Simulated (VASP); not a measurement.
Set up this calculation in VASP 6.6.1, as the native input.

```yaml
Task: single point
Functional: PBE
Potentials_or_basis: VASP PAW PBE potentials, release 64 (Zn, O, C, F)
Cutoff: 520 eV
k_mesh: 2 × 2 × 1
Occupations: gaussian, width 0.02 eV
Spin: no spin polarisation
Dipole_correction: no
Further_INCAR_settings: LREAL = Auto; ALGO = Normal; EDIFF = 1e-06; NBANDS = 76
```

The structure of Zn6CO6F2 lies in POSCAR:

```
Zn6CO6F2
1.0
    5.8041020000      0.0000000000      0.0000000000
   -2.9020510000      5.4880210000      0.0000000000
    0.0000000000      0.0000000000     17.5870760000
Zn O C F
6 6 1 2
Direct
    0.3333333908      0.0000000000      0.0568598782
    0.3418748262      0.4754690261      0.0835162707
    0.8872312699      0.0496947807      0.1236195261
    0.8825927574      0.5340427815      0.1427258858
    0.3402254722      0.0713889397      0.2099248903
    0.4400703019      0.6046957546      0.2358476759
    0.1632725812      0.6645588638      0.0702672235
    0.1425304864      0.1653783759      0.0360491989
    0.6611361929      0.6967954386      0.1445158934
    0.6308874823      0.1764408336      0.1364119880
    0.0790185879      0.7452801292      0.2422104732
    0.1888431122      0.2783285632      0.1941945893
    0.2074430653      0.6868031299      0.2979283196
    0.3173162419      0.8878757935      0.3476890075
    0.0258792377      0.4983863947      0.3404274252
```

One way to write it, as run:

INCAR

```
SYSTEM = Zn6CO6F2
PREC     = Accurate       ! precision mode
ENCUT    = 520            ! plane-wave cutoff, eV
EDIFF    = 1E-6           ! SCF threshold, eV
ISMEAR   = 0              ! smearing method
SIGMA    = 0.02           ! smearing width, eV
LREAL    = Auto         
LASPH    = .TRUE.         ! aspherical terms in the spheres
NELM     = 60             ! most SCF steps
ALGO     = Normal         ! electronic algorithm
ISIF     = 2              ! what is computed and relaxed
LWAVE    = .FALSE.        ! write WAVECAR
LCHARG   = .FALSE.        ! write CHGCAR
GGA      = PE             ! functional
NBANDS   = 76             ! bands
```

KPOINTS

```
regular mesh
0
G
  2 2 1
  0 0 0
```

Potentials or basis: VASP PAW PBE potentials, release 64 (Zn, O, C, F).

Command:

```sh
$ cat potpaw_PBE.64/Zn/POTCAR potpaw_PBE.64/O/POTCAR potpaw_PBE.64/C/POTCAR potpaw_PBE.64/F/POTCAR > POTCAR
$ mpirun -np 1 vasp_std > vasp.out
```

Results of the run:

```yaml
Largest_force: 0.370 eV/Å
Band_gap_on_the_k_mesh: 1.43 eV (least direct gap 1.62 eV)
```

Caveat: the k points lie up to 0.61 Å⁻¹ apart.

Wall time 5.9 min on 1 thread of AMD EPYC 9R45 96-Core Processor (Zen 5), with other jobs on the host, peak memory 0.69 GiB.
